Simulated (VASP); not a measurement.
A run of VASP 6.6.1:

File INCAR:

```
SYSTEM = TiO2
  PREC = Accurate
  ENCUT = 600
  EDIFF = 1E-6
  ISMEAR = 0
  SIGMA = 0.05
  LREAL = .False.
  LASPH = .True.
  NELM = 200
  ALGO = Normal
  ISIF = 2
  LWAVE = .False.
  LCHARG = .True.
  LMAXMIX = 4
  LDAU = .True.
  LDAUTYPE = 2
  LDAUL = 2 -1
  LDAUU = 4 0
  LDAUJ = 0 0
  LDAUPRINT = 1
  GGA = PE
  LELF = .True.
  LVHAR = .True.
  NBANDS = 33
  GGA_COMPAT = .False.
```

Contents of KPOINTS:

```
regular mesh
0
Gamma
  8 8 8
  0 0 0
```

Contents of POSCAR:

```
TiO2
1.0
   -1.8770500000      1.8770500000      4.4977000000
    1.8770500000     -1.8770500000      4.4977000000
    1.8770500000      1.8770500000     -4.4977000000
Ti O
2 4
Direct
    0.0000000000      0.0000000000      0.0000000000
    0.7500000000      0.2500000000      0.5000000000
    0.2052682436      0.2052682436      0.0000000000
    0.9552682436      0.4552682436      0.5000000000
    0.5447317564      0.0447317564      0.5000000000
    0.7947317564      0.7947317564      0.0000000000
```

Potentials or basis: VASP PAW PBE potentials, release 64 (Ti_sv, O).

The run is started by

```sh
$ cat potpaw_PBE.64/Ti_sv/POTCAR potpaw_PBE.64/O/POTCAR > POTCAR
$ mpirun -np 1 vasp_std > vasp.out
```

Hardware: 1 thread of Oxide Virtual Turin-like Processor, on a shared host.

Estimate the wall time of this run.

It took 7 min on 1 thread of Oxide Virtual Turin-like Processor (shared host), peak memory 0.29 GiB. Counts: scf iterations 16, k points 59.
